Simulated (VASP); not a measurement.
Os:

```
CELL_PARAMETERS angstrom
2.77008 0.00000 0.00000
-1.38504 2.39896 0.00000
0.00000 0.00000 4.37654
ATOMIC_POSITIONS crystal
Os 0.66667 0.33333 0.75000
Os 0.33333 0.66667 0.25000
```

Base run:

| Property | Result |
| --- | --- |
| Program | VASP 6.6.1 |
| Functional | revPBE |
| Dispersion | D3(BJ) |
| Potentials or basis | VASP PAW PBE potentials, release 64 (Os) |
| Cutoff | 520 eV |
| k mesh | 11 × 11 × 6 |
| Occupations | fermi-dirac, width 0.05 eV |
| Spin | no spin polarisation |

Its results: band gap on the k mesh zero (band 8 reaches 10.89 eV, above the bottom of band 9 at 7.25 eV); pressure -17.7 GPa.

Task: The run is repeated on the same cell with these changes: functional from revPBE to r2SCAN; dispersion from D3(BJ) to rVV10. What comes out?

Result: Band gap on the k mesh zero (band 8 reaches 10.72 eV, above the bottom of band 9 at 6.90 eV); pressure -15.4 GPa.

Several settings changed at once, so the effect can't be laid on one alone.

Caveats: the PAW data sets were made with another functional, which shifts forces and pressure a little; spin-orbit coupling is left out, which moves the levels of the heavy elements; pairwise dispersion overbinds metals, which lowers pressure and volume (some runs).
